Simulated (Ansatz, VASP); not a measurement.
# Two plane-wave programs on Co

```
Co
1.0
     2.50710    0.00000    0.00000
    -1.25355    2.17121    0.00000
     0.00000    0.00000    4.06860
Co
2
Direct
  0.33333 0.66667 0.25000
  0.66667 0.33333 0.75000
```

Alike in both runs: task relaxation of cell and atoms; functional PBE; k mesh 23 × 23 × 13; occupations fermi-dirac, width 0.05 eV; collinear spin.

|  | VASP | Ansatz |
| --- | --- | --- |
| version | VASP 6.6.1 | Ansatz 0.2.0 |
| potentials or method | VASP PAW PBE potentials, release 64 (Co) | PAW with Ansatz's default frozen-core files, scalar-relativistic |
| plane-wave cutoff (eV) | 600 | 420 |
| valence electrons in the cell | 18 | 34 |

|  | VASP | Ansatz | Ansatz less VASP |
| --- | --- | --- | --- |
| net moment per atom (μB) | 1.59 | 1.60 | +0.010 |
| size of the moment on the site where the two differ most (μB) | 1.61 | 1.68 | +0.067 |
| relaxed volume (Å³/atom) | 10.81 | 10.85 | +0.043 |
| relaxed cell length with the largest relative difference (Å) | 4.026 | 4.032 | +0.0062 |

Site moments also hang on the region over which each program counts them. VASP's potentials hold 18 valence electrons a cell and Ansatz's 34, so a difference there can come from the potentials and not from the codes.
